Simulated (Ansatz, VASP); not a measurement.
# HfC: VASP beside Ansatz

```
Hf C
1.0
     3.56754    0.00000    0.00000
    -1.78377    3.08958    0.00000
     0.00000    0.00000    5.08414
Hf C
2 2
Direct
  0.66667 0.33333 0.77718
  0.33333 0.66667 0.22282
  0.00000 0.00000 0.00000
  0.00000 0.00000 0.50000
```

Alike in both runs: task single point; functional PBE; k mesh 15 × 15 × 8; occupations gaussian, width 0.1 eV; no spin polarisation.

|  | VASP | Ansatz |
| --- | --- | --- |
| version | VASP 6.6.1 | Ansatz 0.2.0 |
| potentials or method | VASP PAW PBE potentials, release 64 (Hf_pv, C), cutoff 520 eV | scalar-relativistic, plane waves, PAW |
| valence electrons in the cell | 28 | 60 |

Ansatz gave:

- gap on the k mesh at the Fermi level (eV): none
- pressure (GPa): -18.1
- traceless stress, the component that is largest in VASP (GPa): 10.94
- rms of the force components (eV/Å): 1.379

Q: Which values does VASP return?

A: gap on the k mesh at the Fermi level (eV): none; pressure (GPa): -18.9; traceless stress, the component that is largest in VASP (GPa): 10.97; rms of the force components (eV/Å): 1.366.

Atom by atom the forces differ by 0.012 eV/Å (rms over components). A gap of «none» marks a metal or a gap that the smearing closes. VASP's potentials hold 28 valence electrons a cell and Ansatz's 60, so a difference there can come from the potentials and not from the codes.

Neither program's run includes spin-orbit coupling.
